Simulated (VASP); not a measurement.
CoNiO2: single point with PBEsol

Crystal: CoNiO2.

```xyz
4
Lattice="3.0143 0.0000 0.0000 0.0000 3.0143 0.0000 0.0000 0.0000 4.2223" Properties=species:S:1:pos:R:3 pbc="T T T"
Ni    0.0000    0.0000    0.0000
Co    1.5072    1.5072    2.1111
O     0.0000    0.0000    2.1111
O     1.5072    1.5072    0.0000
```

| Property | Result |
| --- | --- |
| Program | VASP 6.6.1 |
| Task | single point |
| Functional | PBEsol |
| Potentials or basis | VASP PAW PBE potentials, release 64 (Ni, Co, O) |
| Cutoff | 520 eV |
| k mesh | 7 × 7 × 5 |
| Occupations | fermi-dirac, width 0.05 eV |
| Spin | collinear spin, ferromagnetic start |
| Starting moments | [0.266667, 0.533333, 0.0, 0.0] μB |
| Fixed moment | 0.8 μB |

```json
{
 "Pressure": "-13.5 GPa",
 "Net moment": "0.80 μB per cell",
 "Site moments": "Ni -1.38; Co +2.24; O +0.06, -0.12 μB",
 "Valence electrons inside the program's atomic spheres": "Ni 8.94; Co 7.82; O 4.93, 4.92"
}
```

Stress tensor (GPa, compression positive):
```
-14.42   0.00   0.00
  0.00 -14.42   0.00
  0.00   0.00 -11.63
```

Run time: 5.1 min on 1 thread of AMD EPYC 7R13, on a shared host, peak memory 0.17 GiB.

Caveat: the PAW data sets were made with another functional, which shifts forces and pressure a little; the total moment is fixed, so each spin has its own Fermi level.
